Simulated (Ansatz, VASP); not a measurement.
Two plane-wave programs on HfRu3

Contents of INCAR:

```
SYSTEM = HfRu3
ALGO     = Normal         ! electronic algorithm
EDIFF    = 1E-6           ! SCF threshold, eV
ENCUT    = 500            ! plane-wave cutoff, eV
GGA      = PS             ! functional
GGA_COMPAT= .FALSE.      
ISIF     = 2              ! what is computed and relaxed
ISMEAR   = -1             ! smearing method
LASPH    = .TRUE.         ! aspherical terms in the spheres
LCHARG   = .FALSE.        ! write CHGCAR
LREAL    = .FALSE.        ! projectors in reciprocal space
LWAVE    = .FALSE.        ! write WAVECAR
NBANDS   = 34             ! bands
NELM     = 120            ! most SCF steps
PREC     = Accurate       ! precision mode
SIGMA    = 0.1            ! smearing width, eV
```

Contents of KPOINTS:

```
k-points
0
G
  6 6 6
  0 0 0
```

File POSCAR:

```
HfRu3
1.0
    3.9557730000      0.0000000000      0.0000000000
    0.0000000000      3.9557730000      0.0000000000
    0.0000000000      0.0000000000      3.9557730000
Hf Ru
1 3
Direct
    0.0000000000      0.0000000000      0.0000000000
    0.5000000000      0.5000000000      0.0000000000
    0.0000000000      0.5000000000      0.5000000000
    0.5000000000      0.0000000000      0.5000000000
```

Input for Ansatz:

```yaml
crystal:
  lattice:
    bravais: cubic
    a: 3.955773
  space_group: 221
  atoms:
    - { symbol: Hf, position: [0.0, 0.0, 0.0] }
    - { symbol: Ru, position: [0.5, 0.5, 0.0] }
kpoints:
  mp_grid:
    grid: [6, 6, 6]
hamiltonian:
  xc: pbesol
scf:
  occupations:
    method: fermi_dirac
    width: 0.1
output:
  stress: true
```

Alike in both runs: task single point; functional PBEsol; k mesh 6 × 6 × 6; occupations fermi-dirac, width 0.1 eV; no spin polarisation.

|  | VASP | Ansatz |
| --- | --- | --- |
| version | VASP 6.6.1 | Ansatz 0.2.0 |
| potentials or method | VASP PAW PBE potentials, release 64 (Hf_pv, Ru_pv) | plane waves, PAW |
| plane-wave cutoff (eV) | 500 | 420 |
| valence electrons in the cell | 52 | 74 |

VASP gave:

* pressure (GPa): -10.1

**Question.** Estimate Ansatz's values.

**Answer.** Pressure (GPa): -9.3.

VASP's potentials were made for PBE, not for PBEsol. VASP's potentials hold 52 valence electrons a cell and Ansatz's 74, so a difference there can come from the potentials and not from the codes.

Neither program's run includes spin-orbit coupling.
